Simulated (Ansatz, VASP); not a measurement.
**Ta2Si2O: VASP beside Ansatz**

```xyz
5
Lattice="3.9885 0.0000 0.0000 -1.9942 3.4541 0.0000 0.0000 0.0000 6.6835" Properties=species:S:1:pos:R:3 pbc="T T T"
Ta    0.0000    0.0000    4.7515
Ta    0.0000    0.0000    1.9320
Si    0.0000    2.3027    3.3418
Si    1.9942    1.1514    3.3418
O     0.0000    0.0000    0.0000
```

Alike in both runs: task relaxation of cell and atoms; functional PBE; k mesh 12 × 12 × 6; occupations gaussian, width 0.1 eV; no spin polarisation.

|  | VASP | Ansatz |
| --- | --- | --- |
| version | VASP 6.6.1 | Ansatz 0.2.0 |
| potentials or method | VASP PAW PBE potentials, release 64 (Ta_pv, Si, O), cutoff 600 eV | scalar-relativistic, plane waves, PAW |
| valence electrons in the cell | 36 | 40 |

VASP gave:

| Quantity | Value |
| --- | --- |
| gap on the k mesh at the Fermi level, each at its own relaxed structure (eV) | none |
| relaxed volume (Å³/atom) | 18.55 |
| relaxed cell length with the largest relative difference (Å) | 6.666 |

Q: Which values does Ansatz return?

A: gap on the k mesh at the Fermi level, each at its own relaxed structure (eV): none; relaxed volume (Å³/atom): 18.54; relaxed cell length with the largest relative difference (Å): 6.661.

A gap of «none» marks a metal or a gap that the smearing closes. VASP's potentials hold 36 valence electrons a cell and Ansatz's 40, so a difference there can come from the potentials and not from the codes.

Neither program's run includes spin-orbit coupling.
